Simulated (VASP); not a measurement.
A run of VASP 6.6.1 is set up as follows.

File INCAR:

```
PREC = Accurate
ENCUT = 520
EDIFF = 1E-6
ISMEAR = -1
SIGMA = 0.05
LREAL = F
LASPH = T
NELM = 100
ALGO = Normal
ISIF = 2
LWAVE = F
LCHARG = F
GGA = B5
ALDAX = 1.0
AGGAX = 1.0
AGGAC = 1.0
ALDAC = 0.0
NBANDS = 11
```

Contents of KPOINTS:

```
regular mesh
0
Gamma
  12 12 12
```

Contents of POSCAR:

```
Pd
1.0
    0.0000000000      2.0128509944      2.0128509944
    2.0128509944      0.0000000000      2.0128509944
    2.0128509944      2.0128509944      0.0000000000
Pd
1
Direct
    0.0000000000      0.0000000000      0.0000000000
```

Potentials or basis: VASP PAW PBE potentials, release 64 (Pd).

Run with:

```sh
$ cat potpaw_PBE.64/Pd/POTCAR > POTCAR
$ mpirun -np 1 vasp_std > vasp.out
```

(1) Predict the band gap on the k mesh.

(2) Predict the pressure.

Answers

(1) zero (band 5 reaches 8.90 eV, above the bottom of band 6 at 7.55 eV).

(2) 0.3 GPa.

Caveat: the PAW data sets were made with another functional, which shifts forces and pressure a little.
